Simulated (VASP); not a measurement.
# NaH (Cmcm) in VASP: further runs

Runs on NaH. Level: PBE. Tasks: single point.

Everything below comes from runs of VASP 6.6.1. Logs are shortened: lines on timing, memory, paths and dates and some standing lists are left out, and cuts for length are marked.

**1. The cell of the first run**

The structure is orthorhombic, space group Cmcm (No. 63). The conventional cell has a = 3.261 Å, b = 11.593 Å, c = 3.354 Å, α = 90.00°, β = 90.00°, γ = 90.00°. Na (site symmetry m2m) has 5 H at 2.34 to 2.45 Å within 3.1 Å. H (site symmetry m2m) has 5 Na at 2.34 to 2.45 Å within 3.1 Å.

**2. Single point, PBE**

The input, INCAR:

```
SYSTEM = NaH
PREC = Accurate
ENCUT = 520
EDIFF = 1E-6
ISMEAR = 0
SIGMA = 0.1
LREAL = .False.
LASPH = .True.
NELM = 100
ALGO = Normal
ISIF = 2
LWAVE = .False.
LCHARG = .True.
GGA = PE
LELF = .True.
LVHAR = .True.
NBANDS = 16
```

The input, KPOINTS:

```
Automatic mesh
0
Gamma
  6 6 6
  0 0 0
```

The input, POSCAR:

```
NaH
1.0
    1.6306639000     -5.7962887000      0.0000000000
    1.6306639000      5.7962887000      0.0000000000
    0.0000000000      0.0000000000      3.3538828000
Na H
2 2
Direct
    0.8552090000      0.1447910000      0.7500000000
    0.1447910000      0.8552090000      0.2500000000
    0.6438850000      0.3561150000      0.7500000000
    0.3561150000      0.6438850000      0.2500000000
```

Potentials or basis: VASP PAW PBE potentials, release 64 (Na_pv, H).

Launch:

```bash
> cat potpaw_PBE.64/Na_pv/POTCAR potpaw_PBE.64/H/POTCAR > POTCAR
> mpirun -np 1 vasp_std > vasp.out
```

OUTCAR:

```text
SYSTEM = NaH
   PREC = Accurate
   ENCUT = 520
   EDIFF = 1E-6
   ISMEAR = 0
   LREAL = .False.
   LASPH = .True.
   NELM = 100
   ISIF = 2
   GGA = PE

 ion  position               nearest neighbor table
   1  0.855  0.145  0.750-
   2  0.145  0.855  0.250-
   3  0.644  0.356  0.750-
   4  0.356  0.644  0.250-

  LATTYP: Found a base centered orthorhombic cell.
 ALAT       =     3.2613278000
 B/A-ratio  =     3.5545575639
 C/A-ratio  =     1.0283795453

  Lattice vectors:

 A1 = (   1.6306639000,  -5.7962887000,   0.0000000000)
 A2 = (   1.6306639000,   5.7962887000,   0.0000000000)
 A3 = (   0.0000000000,   0.0000000000,   3.3538828000)

Analysis of symmetry for initial positions (statically):
=====================================================================
 Subroutine PRICEL returns:
 Original cell was already a primitive cell.

 Routine SETGRP: Setting up the symmetry group for a
 base centered orthorhombic supercell.

 Subroutine GETGRP returns: Found  8 space group operations
 (whereof  4 operations were pure point group operations)
 out of a pool of  8 trial point group operations.

The static configuration has the point symmetry C_2h.
 The point group associated with its full space group is D_2h.

Analysis of symmetry for dynamics (positions and initial velocities):
=====================================================================
 Subroutine PRICEL returns:
 Original cell was already a primitive cell.

 Routine SETGRP: Setting up the symmetry group for a
 base centered orthorhombic supercell.

 Subroutine GETGRP returns: Found  8 space group operations
 (whereof  4 operations were pure point group operations)
 out of a pool of  8 trial point group operations.

The dynamic configuration has the point symmetry C_2h.
 The point group associated with its full space group is D_2h.

 Subroutine INISYM returns: Found  8 space group operations
 (whereof  4 operations are pure point group operations),
 and found     1 'primitive' translations

----------------------------------------------------------------------------------------

                                     Primitive cell

  volume of cell :      63.4005
[... 85 lines left out ...]
   ISTART =      0    job   : 0-new  1-cont  2-samecut
   ICHARG =      2    charge: 1-file 2-atom 10-const
   ISPIN  =      1    spin polarized calculation?
   LNONCOLLINEAR =      F non collinear calculations
   LSORBIT =      F    spin-orbit coupling
   LASPH  =      T    aspherical Exc in radial PAW
   ENCUT  =  520.0 eV  38.22 Ry    6.18 a.u.  11.20 11.20  6.24*2*pi/ulx,y,z
   NELM   =    100;   NELMIN=  2; NELMDL= -5     # of ELM steps
   EDIFF  = 0.1E-05   stopping-criterion for ELM
   LREAL  =      F    real-space projection
   EDIFFG = 0.1E-04   stopping-criterion for IOM
   NSW    =      0    number of steps for IOM
   IBRION =     -1    ionic relax: 0-MD 1-quasi-New 2-CG
   NFREE  =      0    steps in history (QN), initial steepest desc. (CG)
   ISIF   =      2    stress and relaxation
   ISYM   =      2    0-nonsym 1-usesym 2-fastsym
   POTIM  = 0.5000    time-step for ionic-motion
   TEBEG  =    0.0;   TEEND  =   0.0 temperature during run
   PSTRESS=    0.0 pullay stress
   NELECT =      16.0000    total number of electrons
   NUPDOWN=      -1.0000    fix difference up-down
   EMIN   =  10.00;   EMAX   =-10.00  energy-range for DOS
   EFERMI =   0.00;   METHOD = LEGACY
   ISMEAR =     0;   SIGMA  =   0.10  broadening in eV -4-tet -1-fermi 0-gaus
   EFERMI_NEDOS =   21; number of points for ismear=-14 and -15
   IALGO  =     38    algorithm
   IMIX   =      4    mixing-type and parameters
     AMIX     =   0.40;   BMIX     =  1.00
     AMIX_MAG =   1.60;   BMIX_MAG =  1.00
  volume/ion in A,a.u.               =      15.85       106.96
  Fermi-wavevector in a.u.,A,eV,Ry     =   1.034548  1.955013 14.562178  1.070290
  Thomas-Fermi vector in A             =   2.168849
   LORBIT       =      0    0 simple, 1 ext, 2 COOP (PROOUT), +10 PAW based schemes
   GGA     = PE    functional components
   LHFCALC =     F    Hartree Fock is set to
   AEXX    =    0.0000 exact exchange contribution
   IVDW    =     0    specifies the selected vdW correction
   LEPSILON=     F    determine dielectric tensor
   LRPA    =     F    only Hartree local field effects (RPA)
 non-spin polarized calculation
 Gauss-broadening in eV      SIGMA  =   0.10
  energy-cutoff  :      520.00
  volume of cell :       63.40
 maximum number of plane-waves:      1724
 NGX is ok and might be reduce to    48
   NGX = 23   NGY = 23   NGZ = 13

 number of electron      16.0000005 magnetization

 Free energy of the ion-electron system (eV)
  ---------------------------------------------------
  ext. energy  EPLUGINS =         0.00000000
  ---------------------------------------------------
  free energy    TOTEN  =        -9.92387121 eV

  energy without entropy =       -9.92387121  energy(sigma->0) =       -9.92387121

 E-fermi :  -0.7278     XC(G=0):  -7.2717

 val. band max:       -1.2745579617   @ k =   0.3333   0.1667   0.5000
 cond. band min:       1.7743633563   @ k =   0.0000   0.0000   0.0000
 fundamental gap:      3.0489213180
 Fermi energy:        -0.7277688652

 k-point     1 :       0.0000    0.0000    0.0000
  band No.  band energies     occupation
      1     -23.7886      2.00000
      2     -23.7263      2.00000
      3     -23.6707      2.00000
      4     -23.6660      2.00000
      5     -23.6518      2.00000
      6     -23.6515      2.00000
[... 433 lines left out ...]
      3     -23.6837      2.00000
      4     -23.6755      2.00000
      5     -23.6719      2.00000
      6     -23.6646      2.00000
[... 8 lines left out ...]
     15      11.4603      0.00000
     16      13.5448      0.00000

 [... further k-points ...]
[... 5 lines left out ...]
  --------------------------------------------------------------------------------------
  -------------------------------------------------------------------------------------
  Total       -0.0172982     -0.0048584     -0.0195126      0.0000000      0.0000000      0.0000000
  in kB       -0.4371386     -0.1227757     -0.4930987      0.0000000      0.0000000      0.0000000
  external PRESSURE =      -0.3510043 kB  Pullay stress =       0.0000000 kB

 VOLUME and BASIS-vectors are now :
 -----------------------------------------------------------------------------
  energy-cutoff  :      520.00
  volume of cell :       63.40
      direct lattice vectors                 reciprocal lattice vectors
     1.630663900 -5.796288700  0.000000000     0.306623578 -0.086262094  0.000000000
     1.630663900  5.796288700  0.000000000     0.306623578  0.086262094  0.000000000
     0.000000000  0.000000000  3.353882800     0.000000000  0.000000000  0.298161880

 POSITION                                       TOTAL-FORCE (eV/Angst)
 -----------------------------------------------------------------------------------
      1.63066     -4.11779      2.51541         0.000000      0.005902     -0.000000
      1.63066      4.11779      0.83847         0.000000     -0.005902      0.000000
      1.63066     -1.66800      2.51541         0.000000      0.005296     -0.000000
      1.63066      1.66800      0.83847         0.000000     -0.005296     -0.000000
 -----------------------------------------------------------------------------------
    total drift:                                0.000000     -0.000000      0.000000

  FREE ENERGIE OF THE ION-ELECTRON SYSTEM (eV)
  ---------------------------------------------------
  free  energy   TOTEN  =        -9.9238712145 eV

  energy  without entropy=       -9.9238712145  energy(sigma->0) =       -9.92387121
```

OSZICAR:

```text
N       E                     dE             d eps       ncg     rms          rms(c)
DAV:   1     0.113074927078E+03    0.11307E+03   -0.85692E+03  1664   0.104E+03
DAV:   2    -0.490078075806E+01   -0.11798E+03   -0.11392E+03  1760   0.296E+02
DAV:   3    -0.109136068436E+02   -0.60128E+01   -0.59989E+01  2144   0.712E+01
DAV:   4    -0.109922871559E+02   -0.78680E-01   -0.78676E-01  1872   0.905E+00
DAV:   5    -0.109936454321E+02   -0.13583E-02   -0.13583E-02  2216   0.116E+00    0.472E+00
DAV:   6    -0.101493414107E+02    0.84430E+00   -0.34166E-01  2344   0.383E+00    0.218E+00
DAV:   7    -0.990801871728E+01    0.24132E+00   -0.47501E-01  2304   0.332E+00    0.583E-01
DAV:   8    -0.992321927840E+01   -0.15201E-01   -0.21682E-02  1744   0.142E+00    0.161E-01
DAV:   9    -0.992376850477E+01   -0.54923E-03   -0.45655E-03  2016   0.520E-01    0.399E-02
DAV:  10    -0.992380561192E+01   -0.37107E-04   -0.20891E-04  1968   0.145E-01    0.182E-02
DAV:  11    -0.992387194074E+01   -0.66329E-04   -0.56208E-05  1904   0.471E-02    0.133E-02
DAV:  12    -0.992387121455E+01    0.72619E-06   -0.55668E-06  2016   0.177E-02
   1 F= -.99238712E+01 E0= -.99238712E+01  d E =-.324882E-15
```

stdout:

```text
POSCAR found type information on POSCAR NaH
 POSCAR found :  2 types and       4 ions
 scaLAPACK will be used
 LDA part: xc-table for (Slater+PW92), standard interpolation
 POSCAR, INCAR and KPOINTS ok, starting setup
 FFT: planning ... GRIDC
 FFT: planning ... GRID_SOFT
 FFT: planning ... GRID
 WAVECAR not read
 entering main loop
```

It took 69 s on 1 thread of Intel Xeon Platinum 8375C at 2.90GHz (Ice Lake), shared host; peak memory 0.24 GiB.

What came out:

```
Free energy            : -9.9239 eV
Pressure               : 0.0 GPa
Largest force          : 0.006 eV/Å
Band gap on the k mesh : 3.05 eV, indirect (least direct gap 4.06 eV)
```

Forces in eV/Å, atoms in the order of the input:
```
Na   0.000  0.006  0.000
Na   0.000 -0.006  0.000
H    0.000  0.005  0.000
H    0.000 -0.005  0.000
```

Levels at points of the mesh, in eV from the valence-band top:
| k point | band 4 | band 5 | band 6 | band 7 | band 8 | band 9 | band 10 | band 11 | band 12 | band 13 |
| --- | --- | --- | --- | --- | --- | --- | --- | --- | --- | --- |
| (0.00, 0.00, 0.00) | -22.39 | -22.38 | -22.38 | -3.50 | -1.01 | 3.05 | 8.96 | 10.49 | 11.23 | 11.42 |
| (0.50, 0.00, 0.00) | -22.44 | -22.38 | -22.38 | -1.15 | -0.67 | 3.51 | 4.78 | 7.72 | 7.75 | 11.85 |
| (0.50, 0.50, 0.00) | -22.39 | -22.38 | -22.38 | -2.94 | -2.13 | 4.87 | 6.92 | 11.11 | 11.65 | 11.85 |
| (0.00, 0.00, 0.50) | -22.44 | -22.38 | -22.38 | -1.14 | -1.14 | 4.91 | 4.91 | 6.17 | 6.17 | 12.96 |
| (0.50, 0.00, 0.50) | -22.46 | -22.43 | -22.43 | 0.00 | 0.00 | 5.40 | 5.40 | 7.16 | 7.16 | 8.64 |
| (0.50, 0.50, 0.50) | -22.43 | -22.38 | -22.38 | -1.02 | -1.02 | 3.54 | 3.54 | 9.18 | 9.18 | 10.91 |

A k mesh can miss the band edges. PBE gaps usually lie below the measured ones, often by a third to a half.

(Continued in part 2 of 2.)
